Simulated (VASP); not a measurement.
Input of a VASP 6.6.1 run:

The input POSCAR:

```
AlNi
1.0
    2.8107817078      0.0000000000      0.0000000000
    0.0000000000      2.8107817078      0.0000000000
    0.0000000000      0.0000000000      2.8107817078
Ni Al
1 1
Direct
    0.0000000000      0.0000000000      0.0000000000
    0.5000000000      0.5000000000      0.5000000000
```

Contents of INCAR.step1:

```
SYSTEM = AlNi
PREC = Accurate
ENCUT = 520
EDIFF = 1E-5
ISMEAR = -1
SIGMA = 0.1
LREAL = .FALSE.
LASPH = .TRUE.
NELM = 80
ALGO = Normal
ISIF = 2
LWAVE = .TRUE.
GGA = PE
NBANDS = 14
```

INCAR.step2

```
SYSTEM = AlNi
PREC = Accurate
ENCUT = 520
EDIFF = 1E-7
ISMEAR = -1
SIGMA = 0.1
LREAL = .FALSE.
LASPH = .TRUE.
NELM = 80
ALGO = Normal
ISIF = 2
LWAVE = .FALSE.
LCHARG = .TRUE.
GGA = PE
LHFCALC = .TRUE.
HFSCREEN = 0.2079
PRECFOCK = Normal
LELF = .TRUE.
LVHAR = .TRUE.
ISTART = 1
NBANDS = 14
```

Contents of KPOINTS:

```
Automatic mesh
0
G
  4 4 4
  0 0 0
```

Potentials or basis: VASP PAW PBE potentials, release 64 (Ni, Al).

Launch:

```bash
$ cat potpaw_PBE.64/Ni/POTCAR potpaw_PBE.64/Al/POTCAR > POTCAR
$ cp INCAR.step1 INCAR
$ mpirun -np 1 vasp_std > vasp.out
$ cp INCAR.step2 INCAR
$ mpirun -np 1 vasp_std > vasp.out
```

(1) Estimate the pressure.

Answers

(1) 10.0 GPa.

Caveat: the k points lie up to 0.56 Å⁻¹ apart; the PAW data sets were made with another functional, which shifts forces and pressure a little.
